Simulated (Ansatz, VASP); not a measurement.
## One calculation of CdS, two programs

The input INCAR:

```
PREC = Accurate ; ENCUT = 500
EDIFF = 1E-6 ; ISMEAR = 0
SIGMA = 0.1 ; LREAL = F
LASPH = T ; NELM = 120
ALGO = Normal ; ISIF = 2
LWAVE = F ; LCHARG = F
GGA = PE ; NBANDS = 16
GGA_COMPAT = F
```

KPOINTS

```
Automatic mesh
0
Gamma
  4 4 4
```

File POSCAR:

```
CdS
1.0
   -0.0215303527      2.7930363048      2.7609442767
    2.7088627881      0.0028283661      2.7365855579
    2.6802405502      2.7400553481      0.0314506040
Cd S
1 1
Direct
    0.0000000000      0.0000000000      0.0000000000
    0.5000000000      0.5000000000      0.5000000000
```

Input for Ansatz:

```yaml
crystal:
  lattice:
    - [-0.0215303527, 2.7930363048, 2.7609442767]
    - [2.7088627881, 0.0028283661, 2.7365855579]
    - [2.6802405502, 2.7400553481, 0.031450604]
  atoms:
    - { symbol: Cd, position: [0.0, 0.0, 0.0] }
    - { symbol: S, position: [0.5, 0.5, 0.5] }
basis:
  ecutwfc: 420
kpoints:
  mp_grid: { grid: [4, 4, 4] }
hamiltonian:
  xc: pbe
scf:
  occupations: { method: gaussian, width: 0.1 }
output:
  forces: true
  stress: true
  eigenvalues: true
```

Alike in both runs: task single point; functional PBE; k mesh 4 × 4 × 4; occupations gaussian, width 0.1 eV; no spin polarisation.

|  | VASP | Ansatz |
| --- | --- | --- |
| version | VASP 6.6.1 | Ansatz 0.2.0 |
| potentials or method | VASP PAW PBE potentials, release 64 (Cd, S), cutoff 500 eV | scalar-relativistic, plane waves, PAW |
| valence electrons in the cell | 18 | 26 |

```tsv
	VASP	Ansatz	Ansatz less VASP
gap on the k mesh at the Fermi level (eV)	0.10	0.10	+0.008
least direct gap on the mesh (eV)	1.51	1.53	+0.025
pressure (GPa)	1.9	1.5	-0.41
traceless stress, the component that is largest in VASP (GPa)	-0.68	-0.65	+0.028
```

VASP's potentials hold 18 valence electrons a cell and Ansatz's 26, so a difference there can come from the potentials and not from the codes.

The k mesh is coarse, so the values compare programs but aren't converged.
